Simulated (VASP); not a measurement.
Here is a VASP 6.6.1 calculation.

Contents of POSCAR:

```
GaAs
1.0
    0.0000000000      2.8330831924      2.8330831924
    2.8330831924      0.0000000000      2.8330831924
    2.8330831924      2.8330831924      0.0000000000
Ga As
1 1
Direct
    0.0000000000      0.0000000000      0.0000000000
    0.2500000000      0.2500000000      0.2500000000
```

File INCAR.step1:

```
ALGO = Normal
EDIFF = 1E-5
ENCUT = 550
GGA = PE
GGA_COMPAT = F
ISMEAR = 0
LASPH = T
LCHARG = F
LREAL = F
LWAVE = T
NBANDS = 16
NELM = 120
PREC = Accurate
SIGMA = 0.01
```

The input INCAR.step2:

```
ALGO = Normal
EDIFF = 1E-6
ENCUT = 550
GGA_COMPAT = F
ISIF = 2
ISMEAR = 0
ISTART = 1
LASPH = T
LCHARG = T
LELF = T
LMIXTAU = T
LREAL = F
LVHAR = T
LWAVE = F
METAGGA = R2SCAN
NBANDS = 16
NELM = 120
PREC = Accurate
SIGMA = 0.01
```

File KPOINTS:

```
k-points
0
Gamma
  6 6 6
```

Potentials or basis: VASP PAW PBE potentials, release 64 (Ga_d, As).

The run is started by

```console
$ cat potpaw_PBE.64/Ga_d/POTCAR potpaw_PBE.64/As/POTCAR > POTCAR
$ cp INCAR.step1 INCAR
$ mpirun -np 1 vasp_std > vasp.out
$ cp INCAR.step2 INCAR
$ mpirun -np 1 vasp_std > vasp.out
```

(1) What does it give for the band gap on the k mesh?

(2) What does it give for the pressure?

## Answers

(1) 0.94 eV, direct.

(2) 0.1 GPa.

Caveat: the PAW data sets were made with another functional, which shifts forces and pressure a little.

**What was measured.**

“Evidence of valence band perturbations in GaAsN/GaAs(001): A combined variable-angle spectroscopic ellipsometry and modulated photoreflectance investigation”, 2008, arxiv:0805.2212 reports, for a bulk crystal of GaAs at 300 K: band gap 1.412 ± 0.01 eV (direct).

Measured gap of GaAs: 1.412 eV (direct; 300 K; “Evidence of valence band perturbations in GaAsN/GaAs(001): A combined variable-angle spectroscopic ellipsometry and modulated photoreflectance investigation”, 2008, arxiv:0805.2212). This calculation gives 0.94 eV (-0.47 eV). 3 values of this kind are on record (1.412 to 1.51 eV); this one was drawn at random among those near their median, those with a stated uncertainty first. Spin-orbit coupling on As, Ga is left out. The value is that of r2SCAN on a finite k mesh, which can miss the band edges, without temperature or zero-point motion.
